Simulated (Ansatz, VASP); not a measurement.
## Lu: VASP beside Ansatz

```
Lu
1.0
     3.50708    0.00000    0.00000
    -1.75354    3.03722    0.00000
     0.00000    0.00000    5.47729
Lu
2
Direct
  0.33333 0.66667 0.25000
  0.66667 0.33333 0.75000
```

Alike in both runs: task single point; functional PBE; k mesh 10 × 10 × 6; occupations gaussian, width 1 eV; no spin polarisation.

|  | VASP | Ansatz |
| --- | --- | --- |
| version | VASP 6.6.1 | Ansatz 0.2.0 |
| potentials or method | VASP PAW PBE potentials, release 64 (Lu), cutoff 520 eV | plane waves (420 eV) with PAW, scalar-relativistic |
| valence electrons in the cell | 50 | 50 |

VASP gave:

```
pressure (GPa)                                                : 1.6
traceless stress, the component that is largest in VASP (GPa) : 0.99
```

Q: What did Ansatz give for the same quantities?

A: Pressure (GPa): 1.3; traceless stress, the component that is largest in VASP (GPa): 0.98.

Neither program's run includes spin-orbit coupling.
